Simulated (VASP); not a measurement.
Pb, 1 atom in the cell. The structure is cubic, space group Fm-3m (No. 225). Conventional cell: a = 5.187 Å, b = 5.187 Å, c = 5.187 Å, α = 90.00°, β = 90.00°, γ = 90.00°. Within 4.8 Å of Pb (site symmetry m-3m) lie 12 Pb at 3.67 Å.  This cell differs from its parent crystal: strain +0.050 along x and y, +0.050 along z.

| Property | Result |
| --- | --- |
| Program | VASP 6.6.1 |
| Task | single point |
| Functional | PBEsol |
| Potentials or basis | VASP PAW PBE potentials, release 64 (Pb_d) |
| Cutoff | 520 eV |
| k mesh | 16 × 16 × 16 |
| Occupations | gaussian, width 0.15 eV |
| Spin | no spin polarisation |
| Dipole correction | no |
| Further INCAR settings | ALGO = Normal; EDIFF = 1e-06; NBANDS = 13 |

Potentials or basis: VASP PAW PBE potentials, release 64 (Pb_d).

Run with:

```console
$ cat potpaw_PBE.64/Pb_d/POTCAR > POTCAR
$ mpirun -np 1 vasp_std > vasp.out
```

Hardware: 1 thread of Intel(R) Xeon(R) 6975P-C (Granite Rapids), with other jobs on the host.

Task: Estimate the wall time of this run.

Result: Wall time 25 s on 1 thread of Intel(R) Xeon(R) 6975P-C (Granite Rapids), on a shared host, peak memory 0.19 GiB. Counts: scf iterations 10, k points 145.
